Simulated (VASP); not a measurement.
A run of VASP 6.6.1:

POSCAR

```
GaSb
1.0
    0.0000000000      3.0660524128      3.0660524128
    3.0660524128      0.0000000000      3.0660524128
    3.0660524128      3.0660524128      0.0000000000
Ga Sb
1 1
Direct
    0.0000000000      0.0000000000      0.0000000000
    0.2500000000      0.2500000000      0.2500000000
```

INCAR.step1

```
PREC = Accurate
ENCUT = 520
ISMEAR = -1
SIGMA = 0.08
LREAL = False
LASPH = True
NELM = 80
NBANDS = 16
GGA = PE
ALGO = Normal
EDIFF = 1E-4
LWAVE = True
LCHARG = False
```

File INCAR.step2:

```
PREC = Accurate
ENCUT = 520
EDIFF = 1E-8
ISMEAR = -1
SIGMA = 0.08
LREAL = False
LASPH = True
NELM = 80
ALGO = Normal
ISIF = 2
LWAVE = False
LCHARG = False
METAGGA = R2SCAN
LMIXTAU = True
LEFG = True
NBANDS = 16
ISTART = 1
```

File KPOINTS:

```
regular mesh
0
Gamma
  9 9 9
```

Potentials or basis: VASP PAW PBE potentials, release 64 (Ga_d, Sb).

The run is started by

```sh
$ cat potpaw_PBE.64/Ga_d/POTCAR potpaw_PBE.64/Sb/POTCAR > POTCAR
$ cp INCAR.step1 INCAR
$ mpirun -np 1 vasp_std > vasp.out
$ cp INCAR.step2 INCAR
$ mpirun -np 1 vasp_std > vasp.out
```

Hardware: 1 thread of AMD EPYC 7R13 (shared host).

Q: How long does it take, and how much memory?

A: It took 3.8 min on 1 thread of AMD EPYC 7R13, on a shared host, peak memory 0.18 GiB. Counts: k points 35.
